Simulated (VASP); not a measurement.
Write the native input for VASP 6.6.1 that does the following.

```yaml
Task: single point
Functional: PBE
Potentials_or_basis: VASP PAW PBE potentials, release 64 (Zr_sv, As, Rh_pv)
Cutoff: 520 eV
k_mesh: 9 × 9 × 5
Occupations: fermi-dirac, width 0.1 eV
Spin: no spin polarisation
Dipole_correction: no
Further_INCAR_settings: ALGO = Normal; EDIFF = 1e-07; NBANDS = 32
```

The structure of Zr2As2Rh lies in POSCAR:

```
Zr2As2Rh
1.0
    4.2464920000      0.0000000000      0.0000000000
   -2.1232460000      3.6775720000      0.0000000000
    0.0000000000      0.0000000000      6.8084760000
Zr As Rh
2 2 1
Direct
    0.3333000000      0.6667000000      0.3694400000
    0.6667000000      0.3333000000      0.6305600000
    0.3333000000      0.6667000000      0.7679300000
    0.6667000000      0.3333000000      0.2320700000
    0.0000000000      0.0000000000      0.0000000000
```

One way to write it, as run:

INCAR

```
  PREC = Accurate
  ENCUT = 520
  EDIFF = 1E-7
  ISMEAR = -1
  SIGMA = 0.1
  LREAL = False
  LASPH = True
  NELM = 80
  ALGO = Normal
  ISIF = 2
  LWAVE = False
  LCHARG = False
  GGA = PE
  NBANDS = 32
```

KPOINTS

```
regular mesh
0
Gamma
  9 9 5
```

Potentials or basis: VASP PAW PBE potentials, release 64 (Zr_sv, As, Rh_pv).

Command:

```sh
$ cat potpaw_PBE.64/Zr_sv/POTCAR potpaw_PBE.64/As/POTCAR potpaw_PBE.64/Rh_pv/POTCAR > POTCAR
$ mpirun -np 1 vasp_std > vasp.out
```

Results of the run:

- Pressure: -0.7 GPa
- Largest force: 2.187 eV/Å
- Band gap on the k mesh: zero (an odd number of electrons rules out a gap without spin polarisation)

Caveat: forces of over 1 eV/Å act on the atoms, so gaps and moduli don't describe the material at rest.

Run time: 3.5 min on 1 thread of Intel(R) Xeon(R) Platinum 8559C (Emerald Rapids), with other jobs on the host, peak memory 0.5 GiB.
